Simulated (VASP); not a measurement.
**CuH2CO3: single point with PBE+U**

The system is CuH2CO3.

```
Cu O C H
1.0
     3.27666   -0.00243   -0.00124
    -0.00443    5.97105    0.00286
    -1.49388    0.00452    7.14480
Cu O C H
2 6 2 4
Direct
  0.50684 0.49816 0.49959
  0.51465 0.99645 0.49514
  0.10144 0.75101 0.43848
  0.89510 0.25162 0.55933
  0.42604 0.44090 0.22889
  0.57493 0.94156 0.77283
  0.58249 0.55557 0.77311
  0.42418 0.06090 0.22791
  0.41428 0.25280 0.15091
  0.58810 0.75176 0.85117
  0.39404 0.24904 0.00463
  0.59913 0.75015 0.99875
  0.04141 0.74864 0.31391
  0.94013 0.24635 0.68363
```

- Program: VASP 6.6.1
- Task: single point
- Functional: PBE
- Potentials or basis: VASP PAW PBE potentials, release 64 (Cu, O, C, H)
- Cutoff: 520 eV
- k mesh: 6 × 3 × 3, shifted
- Occupations: fermi-dirac, width 0.1 eV
- Spin: collinear spin
- Starting moments: [1.0, -1.0, 0.0, 0.0, 0.0, 0.0, 0.0, 0.0, 0.0, 0.0, 0.0, 0.0, 0.0, 0.0] μB
- Hubbard terms: Cu d U = 1.54 eV

| Quantity | Value |
| --- | --- |
| Pressure | 6.1 GPa |
| Largest force | 5.856 eV/Å |
| Band gap on the k mesh | 1.11 eV (least direct gap 1.19 eV) |
| Net moment | 0.00 μB per cell |
| Site moments | Cu +0.61, -0.61; O -0.00, +0.00, +0.07, -0.07 (each value once); C -0.00, +0.00; H -0.00, +0.00 (each value once) μB |
| Valence electrons inside the program's atomic spheres | Cu 9.82, 9.81; O 5.16, 5.17, 5.15, 5.13, 5.09 (each value once); C 2.62, 2.57; H 0.73, 0.71, 0.93 (each value once) |

Forces in eV/Å, atoms in the order of the input:
```
Cu  -0.298  0.329  0.159
Cu  -0.215 -0.054  0.319
O    0.458  0.002  5.676
O    0.123 -0.037 -5.610
O   -0.028  0.708  0.108
O    0.107 -0.001 -0.159
O   -0.062  1.291  0.567
O    0.025 -0.157 -0.152
C   -0.227 -0.692  1.423
C    0.219 -1.269 -1.852
H    0.250  0.118 -1.717
H   -0.169 -0.024  1.129
H   -0.196 -0.086 -5.746
H    0.013 -0.129  5.855
```

Stress tensor (GPa, compression positive):
```
 2.00  0.05 -0.04
 0.05  0.27 -0.66
-0.04 -0.66 16.03
```

Levels at points of the mesh, in eV from the valence-band top:
Spin up:
```csv
k point,band 32,band 33,band 34,band 35,band 36,band 37,band 38,band 39
"(0.00, 0.50, 0.00)",-1.37,-0.96,-0.77,-0.20,1.31,4.69,4.80,5.56
"(0.50, 0.50, 0.00)",-1.53,-1.10,-0.81,-0.42,1.15,3.50,3.60,7.67
```
Spin down:
```
           k point  band 31  band 32  band 33  band 34  band 35  band 36  band 37  band 38  band 39  band 40
(0.00, 0.50, 0.00)    -1.55    -1.33    -0.99    -0.74    -0.23     1.35     4.69     4.80     5.55     5.71
(0.50, 0.50, 0.00)    -1.66    -1.51    -1.13    -0.78    -0.46     1.19     3.50     3.60     7.68     7.76
```

Eigenvalues of the final occupation matrices:
| site | spin | trace | eigenvalues |
| --- | --- | --- | --- |
| site 1 d | 1 | 4.87 | 0.96 0.96 0.96 0.97 1.02 |
| site 1 d | 2 | 4.26 | 0.40 0.96 0.96 0.97 0.97 |
| site 2 d | 1 | 4.26 | 0.40 0.96 0.96 0.97 0.97 |
| site 2 d | 2 | 4.87 | 0.96 0.96 0.96 0.97 1.02 |

Wall time 6.6 min on 1 thread of Intel(R) Xeon(R) Platinum 8488C (Sapphire Rapids), with other jobs on the host, peak memory 0.47 GiB.

Caveat: the cell stands under pressure; a shifted mesh leaves out Γ, where band edges can lie; forces of over 1 eV/Å act on the atoms, so gaps and moduli don't describe the material at rest. A k mesh can miss the band edges.
